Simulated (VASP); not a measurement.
# CuAu (R-3m) in VASP: further runs

The runs below take CuAu through single point, with PBE.

Program: VASP 6.6.1. These are calculated values, not measurements. Logs are shortened: lines on timing, memory, paths and dates and some standing lists are left out, and cuts for length are marked.

## 1. The cell of the first run

The structure is trigonal, space group R-3m (No. 166). Conventional cell: a = 2.847 Å, b = 2.847 Å, c = 12.596 Å, α = 90.00°, β = 90.00°, γ = 120.00°. Au (site symmetry -3m) has 6 Cu at 2.67 Å and 6 Au at 2.85 Å within 3.5 Å. Cu (site symmetry -3m) has 6 Au at 2.67 Å and 6 Cu at 2.85 Å within 3.5 Å.

## 2. Single point, PBE

INCAR

```
ALGO     = Normal         # electronic algorithm
EDIFF    = 1E-6           # SCF threshold, eV
ENCUT    = 520            # plane-wave cutoff, eV
GGA      = PE             # functional
ISIF     = 2              # what is computed and relaxed
ISMEAR   = -1             # smearing method
LASPH    = T              # aspherical terms in the spheres
LCHARG   = T              # write CHGCAR
LELF     = T              # ELF
LREAL    = F              # projectors in reciprocal space
LVHAR    = T            
LWAVE    = F              # write WAVECAR
NBANDS   = 18             # bands
NELM     = 100            # most SCF steps
PREC     = Accurate       # precision mode
SIGMA    = 0.05           # smearing width, eV
```

KPOINTS

```
k-points
0
Gamma
  11 11 11
```

POSCAR

```
CuAu
1.0
    1.4235536889      0.8218891055      4.1986478884
   -1.4235536889      0.8218891055      4.1986478884
    0.0000000000     -1.6437782110      4.1986478884
Au Cu
1 1
Direct
    0.0000000000      0.0000000000      0.0000000000
    0.5000000000      0.5000000000      0.5000000000
```

Potentials or basis: VASP PAW PBE potentials, release 64 (Au, Cu).

Run with:

```bash
cat potpaw_PBE.64/Au/POTCAR potpaw_PBE.64/Cu/POTCAR > POTCAR
mpirun -np 1 vasp_std > vasp.out
```

OUTCAR:

```text
EDIFF = 1E-6
   ENCUT = 520
   GGA = PE
   ISIF = 2
   ISMEAR = -1
   LASPH = T
   LREAL = F
   NELM = 100
   PREC = Accurate

 ion  position               nearest neighbor table
   1  0.000  0.000  0.000-   2 2.67   2 2.67   2 2.67   2 2.67   2 2.67   2 2.67
   2  0.500  0.500  0.500-   1 2.67   1 2.67   1 2.67   1 2.67   1 2.67   1 2.67

  LATTYP: Found a trigonal (rhomboedric) cell.
 ALAT       =     4.5089523060
 COS(alpha) =     0.8006453295

  Lattice vectors:

 A1 = (   1.4235536889,   0.8218891055,   4.1986478884)
 A2 = (  -1.4235536889,   0.8218891055,   4.1986478884)
 A3 = (   0.0000000000,  -1.6437782110,   4.1986478884)

Analysis of symmetry for initial positions (statically):
=====================================================================
 Subroutine PRICEL returns:
 Original cell was already a primitive cell.

 Routine SETGRP: Setting up the symmetry group for a
 trigonal (rhombohedral) supercell.

 Subroutine GETGRP returns: Found 12 space group operations
 (whereof 12 operations were pure point group operations)
 out of a pool of 12 trial point group operations.

The static configuration has the point symmetry D_3d.

Analysis of symmetry for dynamics (positions and initial velocities):
=====================================================================
 Subroutine PRICEL returns:
 Original cell was already a primitive cell.

 Routine SETGRP: Setting up the symmetry group for a
 trigonal (rhombohedral) supercell.

 Subroutine GETGRP returns: Found 12 space group operations
 (whereof 12 operations were pure point group operations)
 out of a pool of 12 trial point group operations.

The dynamic configuration has the point symmetry D_3d.

 Subroutine INISYM returns: Found 12 space group operations
 (whereof 12 operations are pure point group operations),
 and found     1 'primitive' translations

----------------------------------------------------------------------------------------

                                     Primitive cell

  volume of cell :      29.4746

  direct lattice vectors                    reciprocal lattice vectors
     1.423553689  0.821889106  4.198647888     0.351233679  0.202784859  0.079390638
    -1.423553689  0.821889106  4.198647888    -0.351233679  0.202784859  0.079390638
     0.000000000 -1.643778211  4.198647888     0.000000000 -0.405569719  0.079390638

  length of vectors
     4.508952306  4.508952306  4.508952306     0.413267069  0.413267069  0.413267069

  position of ions in fractional coordinates (direct lattice)
     0.000000000  0.000000000  0.000000000
     0.500000000  0.500000000  0.500000000

  ion indices of the primitive-cell ions
   primitive index   ion index
                 1           1
                 2           2

----------------------------------------------------------------------------------------

 KPOINTS: k-points

Automatic generation of k-mesh.
 Grid dimensions read from file:
 generate k-points for:   11   11   11

 Generating k-lattice:

  Cartesian coordinates                     Fractional coordinates (reciprocal lattice)
     0.031930334  0.018434987  0.007217331     0.090909091  0.000000000 -0.000000000
    -0.031930334  0.018434987  0.007217331     0.000000000  0.090909091 -0.000000000
     0.000000000 -0.036869974  0.007217331    -0.000000000 -0.000000000  0.090909091

  Length of vectors
     0.037569734  0.037569734  0.037569734

  Shift w.r.t. Gamma in fractional coordinates (k-lattice)
     0.000000000  0.000000000  0.000000000

 Subroutine IBZKPT returns following result:
 ===========================================

 Found    146 irreducible k-points:

 Following reciprocal coordinates:
            Coordinates               Weight
  0.000000  0.000000  0.000000      1.000000
  0.090909 -0.000000  0.000000      6.000000
  0.181818 -0.000000  0.000000      6.000000
  0.272727 -0.000000  0.000000      6.000000
  0.363636 -0.000000  0.000000      6.000000
  0.454545 -0.000000  0.000000      6.000000
[... 16 lines left out ...]
 -0.272727  0.181818 -0.000000     12.000000
 -0.181818  0.181818  0.000000      6.000000
 [... further k-points ...]
   k-points           NKPTS =    146   k-points in BZ     NKDIM =    146   number of bands    NBANDS=     18
   number of dos      NEDOS =    301   number of ions     NIONS =      2
   total plane-waves  NPLWV =  46656
   dimension x,y,z NGX =    36 NGY =   36 NGZ =   36
   dimension x,y,z NGXF=    72 NGYF=   72 NGZF=   72
   ions per type =               1   1
   NGX,Y,Z   is equivalent  to a cutoff of  13.27, 13.27, 13.27 a.u.
   NGXF,Y,Z  is equivalent  to a cutoff of  26.55, 26.55, 26.55 a.u.
 SYSTEM =  unknown system
   PREC   = accura    normal or accurate (medium, high low for compatibility)
   ISTART =      0    job   : 0-new  1-cont  2-samecut
   ICHARG =      2    charge: 1-file 2-atom 10-const
   ISPIN  =      1    spin polarized calculation?
   LNONCOLLINEAR =      F non collinear calculations
   LSORBIT =      F    spin-orbit coupling
   LASPH  =      T    aspherical Exc in radial PAW
   ENCUT  =  520.0 eV  38.22 Ry    6.18 a.u.   8.38  8.38  8.38*2*pi/ulx,y,z
   NELM   =    100;   NELMIN=  2; NELMDL= -5     # of ELM steps
   EDIFF  = 0.1E-05   stopping-criterion for ELM
   LREAL  =      F    real-space projection
   EDIFFG = 0.1E-04   stopping-criterion for IOM
   NSW    =      0    number of steps for IOM
   IBRION =     -1    ionic relax: 0-MD 1-quasi-New 2-CG
   NFREE  =      0    steps in history (QN), initial steepest desc. (CG)
   ISIF   =      2    stress and relaxation
   ISYM   =      2    0-nonsym 1-usesym 2-fastsym
   POTIM  = 0.5000    time-step for ionic-motion
   TEBEG  =    0.0;   TEEND  =   0.0 temperature during run
   PSTRESS=    0.0 pullay stress
   NELECT =      22.0000    total number of electrons
   NUPDOWN=      -1.0000    fix difference up-down
   EMIN   =  10.00;   EMAX   =-10.00  energy-range for DOS
   EFERMI =   0.00;   METHOD = LEGACY
   ISMEAR =    -1;   SIGMA  =   0.05  broadening in eV -4-tet -1-fermi 0-gaus
   EFERMI_NEDOS =   21; number of points for ismear=-14 and -15
   IALGO  =     38    algorithm
   IMIX   =      4    mixing-type and parameters
     AMIX     =   0.40;   BMIX     =  1.00
     AMIX_MAG =   1.60;   BMIX_MAG =  1.00
  volume/ion in A,a.u.               =      14.74        99.45
  Fermi-wavevector in a.u.,A,eV,Ry     =   1.485023  2.806286 30.004830  2.205293
  Thomas-Fermi vector in A             =   2.598486
   LORBIT       =      0    0 simple, 1 ext, 2 COOP (PROOUT), +10 PAW based schemes
   GGA     = PE    functional components
   LHFCALC =     F    Hartree Fock is set to
   AEXX    =    0.0000 exact exchange contribution
   IVDW    =     0    specifies the selected vdW correction
   LEPSILON=     F    determine dielectric tensor
   LRPA    =     F    only Hartree local field effects (RPA)
 non-spin polarized calculation
  energy-cutoff  :      520.00
  volume of cell :       29.47
 maximum number of plane-waves:       807
 NGX is ok and might be reduce to    36
   NGX = 17   NGY = 17   NGZ = 17

 number of electron      22.0000004 magnetization

 Free energy of the ion-electron system (eV)
  ---------------------------------------------------
  ext. energy  EPLUGINS =         0.00000000
  ---------------------------------------------------
  free energy    TOTEN  =        -6.90081761 eV

  energy without entropy =       -6.89291193  energy(sigma->0) =       -6.89686477

 E-fermi :   8.6562     XC(G=0): -12.5779

 val. band max:        8.6508612844   @ k =  -0.3636   0.3636   0.2727
 cond. band min:       8.6625599415   @ k =  -0.3636  -0.4545   0.1818
 fundamental gap:      0.0116986571
 Fermi energy:         8.6561641356

 k-point     1 :       0.0000    0.0000    0.0000
  band No.  band energies     occupation
      1      -1.1646      2.00000
      2       1.9066      2.00000
      3       3.6670      2.00000
      4       3.6670      2.00000
      5       4.7187      2.00000
      6       4.7187      2.00000
[... 10 lines left out ...]
     17      26.1867      0.00000
     18      29.0511      0.00000

 k-point     2 :       0.0909   -0.0000    0.0000
  band No.  band energies     occupation
      1      -0.9013      2.00000
      2       2.0591      2.00000
      3       3.5631      2.00000
      4       3.8321      2.00000
      5       4.5074      2.00000
      6       4.7287      2.00000
[... 10 lines left out ...]
     17      25.7852      0.00000
     18      27.5188      0.00000

 k-point     3 :       0.1818   -0.0000    0.0000
  band No.  band energies     occupation
      1      -0.1565      2.00000
      2       2.4322      2.00000
      3       3.3807      2.00000
      4       3.9773      2.00000
      5       4.2840      2.00000
      6       4.7676      2.00000
[... 10 lines left out ...]
     17      24.8334      0.00000
     18      25.8987      0.00000

 k-point     4 :       0.2727   -0.0000    0.0000
  band No.  band energies     occupation
      1       0.8725      2.00000
      2       2.6015      2.00000
      3       3.4220      2.00000
      4       3.6652      2.00000
      5       4.6697      2.00000
      6       5.0818      2.00000
[... 10 lines left out ...]
     17      23.9603      0.00000
     18      25.0829      0.00000

 k-point     5 :       0.3636   -0.0000    0.0000
  band No.  band energies     occupation
      1       1.5634      2.00000
      2       2.6447      2.00000
      3       3.2629      2.00000
      4       4.4038      2.00000
      5       4.7189      2.00000
      6       5.3309      2.00000
[... 10 lines left out ...]
     17      23.2787      0.00000
     18      23.3816      0.00000

 k-point     6 :       0.4545   -0.0000    0.0000
  band No.  band energies     occupation
      1       1.6270      2.00000
      2       2.5548      2.00000
      3       3.7819      2.00000
      4       4.7236      2.00000
      5       4.7301      2.00000
      6       5.2410      2.00000
[... 10 lines left out ...]
     17      22.3537      0.00000
     18      22.6087      0.00000

 k-point     7 :       0.0909    0.0909    0.0000
  band No.  band energies     occupation
      1      -0.8774      2.00000
      2       2.0617      2.00000
      3       3.5684      2.00000
      4       3.8343      2.00000
      5       4.5282      2.00000
      6       4.7150      2.00000
[... 10 lines left out ...]
     17      25.8044      0.00000
     18      27.3833      0.00000

 k-point     8 :       0.1818    0.0909    0.0000
  band No.  band energies     occupation
      1      -0.3482      2.00000
      2       2.3404      2.00000
      3       3.3797      2.00000
      4       4.1300      2.00000
      5       4.1996      2.00000
      6       4.7268      2.00000
[... 10 lines left out ...]
     17      25.6032      0.00000
     18      26.1579      0.00000
[... 229 lines left out ...]
     17      22.9393      0.00000
     18      27.2153      0.00000

 k-point    20 :       0.4545    0.1818    0.0000
  band No.  band energies     occupation
      1       2.3933      2.00000
      2       2.6430      2.00000
      3       3.3657      2.00000
      4       3.6809      2.00000
      5       4.0706      2.00000
      6       5.4200      2.00000
[... 10 lines left out ...]
     17      20.4970      0.00000
     18      24.6359      0.00000

 k-point    21 :      -0.4545    0.1818    0.0000
  band No.  band energies     occupation
      1       2.4099      2.00000
      2       2.6464      2.00000
      3       3.7077      2.00000
      4       3.8472      2.00000
      5       4.1830      2.00000
      6       5.4058      2.00000
[... 10 lines left out ...]
     17      20.9215      0.00000
     18      22.8448      0.00000

 k-point    22 :      -0.3636    0.1818   -0.0000
  band No.  band energies     occupation
      1       2.3584      2.00000
      2       2.7566      2.00000
      3       3.5016      2.00000
      4       3.8447      2.00000
      5       4.2876      2.00000
      6       5.4454      2.00000
[... 10 lines left out ...]
     17      19.1927      0.00000
     18      24.8248      0.00000

 k-point    23 :      -0.2727    0.1818   -0.0000
  band No.  band energies     occupation
      1       2.2704      2.00000
      2       2.9107      2.00000
      3       2.9868      2.00000
      4       3.7401      2.00000
      5       4.0913      2.00000
      6       5.5164      2.00000
[... 10 lines left out ...]
     17      19.8102      0.00000
     18      27.2307      0.00000

 k-point    24 :      -0.1818    0.1818    0.0000
  band No.  band energies     occupation
      1       1.4346      2.00000
      2       2.9358      2.00000
      3       3.2144      2.00000
      4       3.2252      2.00000
      5       4.3139      2.00000
      6       5.6152      2.00000
[... 10 lines left out ...]
     17      21.4209      0.00000
     18      28.3274      0.00000

 [... further k-points ...]

------------------------ aborting loop because EDIFF is reached ----------------------------------------

  FORCE on cell =-STRESS in cart. coord.  units (eV):
  Direction    XX          YY          ZZ          XY          YZ          ZX
  --------------------------------------------------------------------------------------
  -------------------------------------------------------------------------------------
  Total        0.8741915      0.8741915      1.3935265      0.0000000      0.0000000      0.0000000
  in kB       47.5192296     47.5192296     75.7491964      0.0000000      0.0000000      0.0000000
  external PRESSURE =      56.9292185 kB  Pullay stress =       0.0000000 kB

 VOLUME and BASIS-vectors are now :
 -----------------------------------------------------------------------------
  energy-cutoff  :      520.00
  volume of cell :       29.47
      direct lattice vectors                 reciprocal lattice vectors
     1.423553689  0.821889106  4.198647888     0.351233679  0.202784859  0.079390638
    -1.423553689  0.821889106  4.198647888    -0.351233679  0.202784859  0.079390638
     0.000000000 -1.643778211  4.198647888     0.000000000 -0.405569719  0.079390638

 POSITION                                       TOTAL-FORCE (eV/Angst)
 -----------------------------------------------------------------------------------
      0.00000      0.00000      0.00000        -0.000000     -0.000000     -0.000000
      0.00000      0.00000      6.29797         0.000000      0.000000      0.000000
 -----------------------------------------------------------------------------------
    total drift:                                0.000000     -0.000000      0.000000

  FREE ENERGIE OF THE ION-ELECTRON SYSTEM (eV)
  ---------------------------------------------------
  free  energy   TOTEN  =        -6.9008176119 eV

  energy  without entropy=       -6.8929119264  energy(sigma->0) =       -6.89686477
```

It took 53 s on 1 thread of Intel Xeon 6975P-C (Granite Rapids), shared host; peak memory 0.26 GiB.

What came out:

- Free energy: -6.9008 eV
- Pressure: 5.7 GPa
- Band gap on the k mesh: zero (band 11 reaches 10.70 eV, above the bottom of band 12 at 6.40 eV)

Levels at points of the mesh, in eV from the Fermi level:
| k point | band 7 | band 8 | band 9 | band 10 | band 11 | band 12 | band 13 | band 14 | band 15 | band 16 |
| --- | --- | --- | --- | --- | --- | --- | --- | --- | --- | --- |
| (0.00, 0.00, 0.00) | -2.86 | -2.31 | -2.31 | -1.63 | -1.63 | -0.22 | 4.80 | 14.53 | 16.32 | 16.32 |

Caveat: spin-orbit coupling is left out, which moves the levels of the heavy elements.

(Part 1 of 3 ends here.)
